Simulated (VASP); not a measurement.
# Au: single point with HSE06

Crystal: Au.

```
CELL_PARAMETERS angstrom
-1.66824 1.66824 1.66824
1.66824 -1.66824 1.66824
1.66824 1.66824 -1.66824
ATOMIC_POSITIONS crystal
Au 0.00000 0.00000 0.00000
```

This isn't the form of Au at room conditions, which is fcc.

```yaml
Program: VASP 6.6.1
Task: single point
Functional: HSE06
Potentials_or_basis: VASP PAW PBE potentials, release 64 (Au)
Cutoff: 520 eV
k_mesh: 6 × 6 × 6
Occupations: fermi-dirac, width 0.05 eV
Spin: no spin polarisation
Dipole_correction: no
Grid_for_exact_exchange_PRECFOCK: Normal
Further_INCAR_settings: ALGO = Normal; EDIFF = 1e-06; NBANDS = 12
Share_of_exact_exchange: 0.25
Screening_parameter: 0.2079 1/Å
```

The pressure is -6.2 GPa and the band gap on the k mesh is zero (an odd number of electrons rules out a gap without spin polarisation).

Levels at points of the mesh, in eV from the Fermi level:
```csv
k point,band 3,band 4,band 5,band 6,band 7,band 8
"(0.00, 0.00, 0.00)",-5.75,-5.75,-4.03,-4.03,17.29,17.29
"(0.50, 0.00, 0.00)",-4.11,-3.81,-2.43,-0.49,3.49,13.02
"(0.50, 0.50, 0.50)",-2.80,-2.80,-2.80,6.73,6.73,6.73
```

Run time: 15 min on 1 thread of AMD EPYC 7R43 64-Core Processor (Zen 3), on a shared host, peak memory 0.2 GiB.

Caveat: the k points lie up to 0.44 Å⁻¹ apart, too coarse for converged energies and pressures of a metal; the PAW data sets were made with another functional, which shifts forces and pressure a little; spin-orbit coupling is left out, which moves the levels of the heavy elements.
